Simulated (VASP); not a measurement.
# I (C2/m) in VASP: single point with PBE

Aim: the single point of I with PBE.

Everything below comes from runs of VASP 6.6.1. Logs are shortened: lines on timing, memory, paths and dates and some standing lists are left out, and cuts for length are marked.

## Step 1: The cell of the first run

Symmetry: C2/m, No. 12, monoclinic system. Conventional cell: a = 5.594 Å, b = 6.119 Å, c = 2.969 Å, α = 90.00°, β = 90.26°, γ = 90.00°. Within 3.9 Å of I (site symmetry 2/m) lie 2 I at 2.97 Å.

## Step 2: Single point, PBE

Contents of INCAR:

```
SYSTEM = I
  PREC = Accurate
  ENCUT = 520
  EDIFF = 1E-6
  ISMEAR = 0
  SIGMA = 0.1
  LREAL = .False.
  LASPH = .True.
  NELM = 60
  ALGO = Normal
  ISIF = 2
  LWAVE = .False.
  LCHARG = .True.
  GGA = PE
  LELF = .True.
  LVHAR = .True.
  NBANDS = 18
```

Contents of KPOINTS:

```
Automatic mesh
0
Gamma
  10 10 10
  0 0 0
```

Contents of POSCAR:

```
I
1.0
    4.0213356571     -3.0595187664     -0.6256280678
    4.0213356571      3.0595187664     -0.6256280678
   -0.7086305167      0.0000000000      6.3048032461
I
3
Direct
    0.6666675770      0.6666675770      0.6668786421
    0.3333324230      0.3333324230      0.3331213579
    0.0000000000      0.0000000000      0.0000000000
```

Potentials or basis: VASP PAW PBE potentials, release 64 (I).

The run is started by

```console
> cat potpaw_PBE.64/I/POTCAR > POTCAR
> mpirun -np 1 vasp_std > vasp.out
```

OUTCAR:

```text
SYSTEM = I
   PREC = Accurate
   ENCUT = 520
   EDIFF = 1E-6
   ISMEAR = 0
   LREAL = .False.
   LASPH = .True.
   NELM = 60
   ISIF = 2
   GGA = PE

 ion  position               nearest neighbor table
   1  0.667  0.667  0.667-   3 2.97   2 2.97
   2  0.333  0.333  0.333-   3 2.97   1 2.97
   3  0.000  0.000  0.000-   1 2.97   2 2.97

  LATTYP: Found a base centered monoclinic cell.
 ALAT       =     8.1394228165
 B/A-ratio  =     0.7517778190
 C/A-ratio  =     0.7794780776
 COS(beta)  =    -0.2631303847

  Lattice vectors:

 A1 = (   4.0213356571,  -3.0595187664,  -0.6256280678)
 A2 = (   4.0213356571,   3.0595187664,  -0.6256280678)
 A3 = (  -0.7086305167,   0.0000000000,   6.3048032461)

Analysis of symmetry for initial positions (statically):
=====================================================================
 Subroutine PRICEL returns:
 Original cell was already a primitive cell.

 Routine SETGRP: Setting up the symmetry group for a
 base centered monoclinic supercell.

 Subroutine GETGRP returns: Found  4 space group operations
 (whereof  4 operations were pure point group operations)
 out of a pool of  4 trial point group operations.

The static configuration has the point symmetry C_2h.

Analysis of symmetry for dynamics (positions and initial velocities):
=====================================================================
 Subroutine PRICEL returns:
 Original cell was already a primitive cell.

 Routine SETGRP: Setting up the symmetry group for a
 base centered monoclinic supercell.

 Subroutine GETGRP returns: Found  4 space group operations
 (whereof  4 operations were pure point group operations)
 out of a pool of  4 trial point group operations.

The dynamic configuration has the point symmetry C_2h.

 Subroutine INISYM returns: Found  4 space group operations
 (whereof  4 operations are pure point group operations),
 and found     1 'primitive' translations

----------------------------------------------------------------------------------------

                                     Primitive cell

  volume of cell :     152.4276

  direct lattice vectors                    reciprocal lattice vectors
     4.021335657 -3.059518766 -0.625628068     0.126549665 -0.163424394  0.014223593
     4.021335657  3.059518766 -0.625628068     0.126549665  0.163424394  0.014223593
    -0.708630517  0.000000000  6.304803246     0.025115144  0.000000000  0.161432057

  length of vectors
     5.091483677  5.091483677  6.344501650     0.207182675  0.207182675  0.163374048

  position of ions in fractional coordinates (direct lattice)
     0.666667577  0.666667577  0.666878642
     0.333332423  0.333332423  0.333121358
     0.000000000  0.000000000  0.000000000

  ion indices of the primitive-cell ions
   primitive index   ion index
                 1           1
                 2           2
                 3           3

----------------------------------------------------------------------------------------

 KPOINTS: Automatic mesh

Automatic generation of k-mesh.
 Grid dimensions read from file:
 generate k-points for:   10   10   10

 Generating k-lattice:

  Cartesian coordinates                     Fractional coordinates (reciprocal lattice)
     0.012654966 -0.016342439  0.001422359     0.100000000  0.000000000  0.000000000
     0.012654966  0.016342439  0.001422359     0.000000000  0.100000000  0.000000000
     0.002511514  0.000000000  0.016143206     0.000000000  0.000000000  0.100000000

  Length of vectors
     0.020718267  0.020718267  0.016337405

  Shift w.r.t. Gamma in fractional coordinates (k-lattice)
     0.000000000  0.000000000  0.000000000

 Subroutine IBZKPT returns following result:
 ===========================================

 Found    282 irreducible k-points:

 Following reciprocal coordinates:
            Coordinates               Weight
  0.000000  0.000000  0.000000      1.000000
  0.100000  0.000000  0.000000      4.000000
  0.200000  0.000000  0.000000      4.000000
  0.300000  0.000000  0.000000      4.000000
  0.400000  0.000000  0.000000      4.000000
  0.500000 -0.000000  0.000000      2.000000
[... 16 lines left out ...]
  0.300000  0.300000  0.000000      2.000000
  0.400000  0.300000  0.000000      4.000000
 [... further k-points ...]
   k-points           NKPTS =    282   k-points in BZ     NKDIM =    282   number of bands    NBANDS=     18
   number of dos      NEDOS =    301   number of ions     NIONS =      3
   total plane-waves  NPLWV =  76800
   dimension x,y,z NGX =    40 NGY =   40 NGZ =   48
   dimension x,y,z NGXF=    80 NGYF=   80 NGZF=   96
   ions per type =               3
   NGX,Y,Z   is equivalent  to a cutoff of  13.06, 13.06, 12.58 a.u.
   NGXF,Y,Z  is equivalent  to a cutoff of  26.12, 26.12, 25.16 a.u.
 SYSTEM =  I
   PREC   = accura    normal or accurate (medium, high low for compatibility)
   ISTART =      0    job   : 0-new  1-cont  2-samecut
   ICHARG =      2    charge: 1-file 2-atom 10-const
   ISPIN  =      1    spin polarized calculation?
   LNONCOLLINEAR =      F non collinear calculations
   LSORBIT =      F    spin-orbit coupling
   LASPH  =      T    aspherical Exc in radial PAW
   ENCUT  =  520.0 eV  38.22 Ry    6.18 a.u.   9.47  9.47 11.80*2*pi/ulx,y,z
   NELM   =     60;   NELMIN=  2; NELMDL= -5     # of ELM steps
   EDIFF  = 0.1E-05   stopping-criterion for ELM
   LREAL  =      F    real-space projection
   EDIFFG = 0.1E-04   stopping-criterion for IOM
   NSW    =      0    number of steps for IOM
   IBRION =     -1    ionic relax: 0-MD 1-quasi-New 2-CG
   NFREE  =      0    steps in history (QN), initial steepest desc. (CG)
   ISIF   =      2    stress and relaxation
   ISYM   =      2    0-nonsym 1-usesym 2-fastsym
   POTIM  = 0.5000    time-step for ionic-motion
   TEBEG  =    0.0;   TEEND  =   0.0 temperature during run
   PSTRESS=    0.0 pullay stress
   NELECT =      21.0000    total number of electrons
   NUPDOWN=      -1.0000    fix difference up-down
   EMIN   =  10.00;   EMAX   =-10.00  energy-range for DOS
   EFERMI =   0.00;   METHOD = LEGACY
   ISMEAR =     0;   SIGMA  =   0.10  broadening in eV -4-tet -1-fermi 0-gaus
   EFERMI_NEDOS =   21; number of points for ismear=-14 and -15
   IALGO  =     38    algorithm
   IMIX   =      4    mixing-type and parameters
     AMIX     =   0.40;   BMIX     =  1.00
     AMIX_MAG =   1.60;   BMIX_MAG =  1.00
  volume/ion in A,a.u.               =      50.81       342.88
  Fermi-wavevector in a.u.,A,eV,Ry     =   0.845525  1.597812  9.726987  0.714913
  Thomas-Fermi vector in A             =   1.960728
   LORBIT       =      0    0 simple, 1 ext, 2 COOP (PROOUT), +10 PAW based schemes
   GGA     = PE    functional components
   LHFCALC =     F    Hartree Fock is set to
   AEXX    =    0.0000 exact exchange contribution
   IVDW    =     0    specifies the selected vdW correction
   LEPSILON=     F    determine dielectric tensor
   LRPA    =     F    only Hartree local field effects (RPA)
 non-spin polarized calculation
 Gauss-broadening in eV      SIGMA  =   0.10
  energy-cutoff  :      520.00
  volume of cell :      152.43
 maximum number of plane-waves:      4147
 NGX is ok and might be reduce to    40
   NGX = 19   NGY = 19   NGZ = 23

 number of electron      21.0000001 magnetization

 Free energy of the ion-electron system (eV)
  ---------------------------------------------------
  ext. energy  EPLUGINS =         0.00000000
  ---------------------------------------------------
  free energy    TOTEN  =        -4.33904153 eV

  energy without entropy =       -4.32611219  energy(sigma->0) =       -4.33257686

 E-fermi :   1.1428     XC(G=0):  -7.1493

 val. band max:        1.1424475133   @ k =   0.3000   0.1000   0.0000
 cond. band min:       1.1435419356   @ k =   0.5000   0.3000   0.0000
 fundamental gap:      0.0010944224
 Fermi energy:         1.1428298309

 k-point     1 :       0.0000    0.0000    0.0000
  band No.  band energies     occupation
      1     -12.0187      2.00000
      2     -10.2973      2.00000
      3     -10.2953      2.00000
      4      -1.9392      2.00000
      5      -1.9335      2.00000
      6      -0.3953      2.00000
[... 10 lines left out ...]
     17       8.6577      0.00000
     18       8.6608      0.00000

 k-point     2 :       0.1000    0.0000    0.0000
  band No.  band energies     occupation
      1     -11.9931      2.00000
      2     -10.5280      2.00000
      3     -10.0760      2.00000
      4      -2.5396      2.00000
      5      -1.2697      2.00000
      6      -0.6342      2.00000
[... 10 lines left out ...]
     17       8.4861      0.00000
     18       9.0908      0.00000

 k-point     3 :       0.2000    0.0000    0.0000
  band No.  band energies     occupation
      1     -11.9180      2.00000
      2     -10.7645      2.00000
      3      -9.8770      2.00000
      4      -3.0553      2.00000
      5      -0.9796      2.00000
      6      -0.6349      2.00000
[... 10 lines left out ...]
     17       8.6603      0.00000
     18       9.4998      0.00000

 k-point     4 :       0.3000    0.0000    0.0000
  band No.  band energies     occupation
      1     -11.7970      2.00000
      2     -11.0003      2.00000
      3      -9.7137      2.00000
      4      -3.4554      2.00000
      5      -1.2053      2.00000
      6      -0.8901      2.00000
[... 10 lines left out ...]
     17       9.0445      0.00000
     18       9.7700      0.00000

 k-point     5 :       0.4000    0.0000    0.0000
  band No.  band energies     occupation
      1     -11.6365      2.00000
      2     -11.2295      2.00000
      3      -9.6045      2.00000
      4      -3.7112      2.00000
      5      -1.3001      2.00000
      6      -1.1186      2.00000
[... 10 lines left out ...]
     17       9.2569      0.00000
     18       9.5598      0.00000

 k-point     6 :       0.5000   -0.0000    0.0000
  band No.  band energies     occupation
      1     -11.4468      2.00000
      2     -11.4420      2.00000
      3      -9.5657      2.00000
      4      -3.7995      2.00000
      5      -1.2685      2.00000
      6      -1.2634      2.00000
[... 10 lines left out ...]
     17       8.9337      0.00000
     18       9.8570      0.00000

 k-point     7 :       0.1000    0.1000    0.0000
  band No.  band energies     occupation
      1     -11.9497      2.00000
      2     -10.7424      2.00000
      3      -9.8680      2.00000
      4      -3.0456      2.00000
      5      -0.7363      2.00000
      6      -0.6526      2.00000
[... 10 lines left out ...]
     17       7.9525      0.00000
     18       9.6811      0.00000

 k-point     8 :       0.2000    0.1000    0.0000
  band No.  band energies     occupation
      1     -11.8562      2.00000
      2     -10.9529      2.00000
      3      -9.7029      2.00000
      4      -3.4438      2.00000
      5      -1.0840      2.00000
      6      -0.7240      2.00000
[... 10 lines left out ...]
     17       8.0476      0.00000
     18      10.2037      0.00000
[... 229 lines left out ...]
     17       9.5053      0.00000
     18      10.3342      0.00000

 k-point    20 :      -0.4000    0.2000   -0.0000
  band No.  band energies     occupation
      1     -11.7267      2.00000
      2     -10.8949      2.00000
      3      -9.9343      2.00000
      4      -3.1198      2.00000
      5      -1.5013      2.00000
      6      -1.1019      2.00000
[... 10 lines left out ...]
     17       9.6311      0.00000
     18       9.6473      0.00000

 k-point    21 :      -0.3000    0.2000   -0.0000
  band No.  band energies     occupation
      1     -11.8294      2.00000
      2     -10.6240      2.00000
      3     -10.1401      2.00000
      4      -2.6105      2.00000
      5      -1.3737      2.00000
      6      -1.2764      2.00000
[... 10 lines left out ...]
     17       9.1644      0.00000
     18       9.4313      0.00000

 k-point    22 :      -0.2000    0.2000    0.0000
  band No.  band energies     occupation
      1     -11.9001      2.00000
      2     -10.3549      2.00000
      3     -10.3533      2.00000
      4      -2.0024      2.00000
      5      -1.9964      2.00000
      6      -0.9938      2.00000
[... 10 lines left out ...]
     17       9.3671      0.00000
     18       9.4126      0.00000

 k-point    23 :       0.3000    0.3000    0.0000
  band No.  band energies     occupation
      1     -11.4236      2.00000
      2     -11.4138      2.00000
      3      -9.6312      2.00000
      4      -3.7435      2.00000
      5      -1.5635      2.00000
      6      -1.3849      2.00000
[... 10 lines left out ...]
     17       8.4621      0.00000
     18      11.1647      0.00000

 k-point    24 :       0.4000    0.3000    0.0000
  band No.  band energies     occupation
      1     -11.5365      2.00000
      2     -11.2005      2.00000
      3      -9.7702      2.00000
      4      -3.5212      2.00000
      5      -1.6969      2.00000
      6      -1.4457      2.00000
[... 10 lines left out ...]
     17       8.9066      0.00000
     18      10.8005      0.00000

 [... further k-points ...]

------------------------ aborting loop because EDIFF is reached ----------------------------------------

  FORCE on cell =-STRESS in cart. coord.  units (eV):
  Direction    XX          YY          ZZ          XY          YZ          ZX
  --------------------------------------------------------------------------------------
  -------------------------------------------------------------------------------------
  Total       -0.0598544     -0.0150952     -0.0312105      0.0000000      0.0000000     -0.0550102
  in kB       -0.6291336     -0.1586669     -0.3280557      0.0000000      0.0000000     -0.5782166
  external PRESSURE =      -0.3719521 kB  Pullay stress =       0.0000000 kB

 VOLUME and BASIS-vectors are now :
 -----------------------------------------------------------------------------
  energy-cutoff  :      520.00
  volume of cell :      152.43
      direct lattice vectors                 reciprocal lattice vectors
     4.021335657 -3.059518766 -0.625628068     0.126549665 -0.163424394  0.014223593
     4.021335657  3.059518766 -0.625628068     0.126549665  0.163424394  0.014223593
    -0.708630517  0.000000000  6.304803246     0.025115144  0.000000000  0.161432057

 POSITION                                       TOTAL-FORCE (eV/Angst)
 -----------------------------------------------------------------------------------
      4.88922      0.00000      3.37037        -0.002066      0.000000     -0.002267
      2.44482      0.00000      1.68318         0.002066      0.000000      0.002267
      0.00000      0.00000      0.00000        -0.000000      0.000000      0.000000
 -----------------------------------------------------------------------------------
    total drift:                                0.000000      0.000000      0.000000

  FREE ENERGIE OF THE ION-ELECTRON SYSTEM (eV)
  ---------------------------------------------------
  free  energy   TOTEN  =        -4.3390415286 eV

  energy  without entropy=       -4.3261121930  energy(sigma->0) =       -4.33257686
```

Run time: 5.5 min. Hardware: 1 thread of Intel Xeon 6975P-C (Granite Rapids), shared host; peak memory 0.69 GiB.

What came out:

```yaml
Free_energy: -4.3390 eV
Pressure: 0.0 GPa
Largest_force: 0.003 eV/Å
Band_gap_on_the_k_mesh: zero (an odd number of electrons rules out a gap without spin polarisation)
```

Forces on the atoms (eV/Å):
```
I   -0.002  0.000 -0.002
I    0.002  0.000  0.002
I    0.000  0.000  0.000
```

Stress tensor (GPa, compression positive):
```
-0.06  0.00 -0.06
 0.00 -0.02  0.00
-0.06  0.00 -0.03
```

Caveat: spin-orbit coupling is left out, which moves the levels of the heavy elements; an odd number of electrons without spin polarisation forces a metal; a magnetic or distorted state may lie lower.
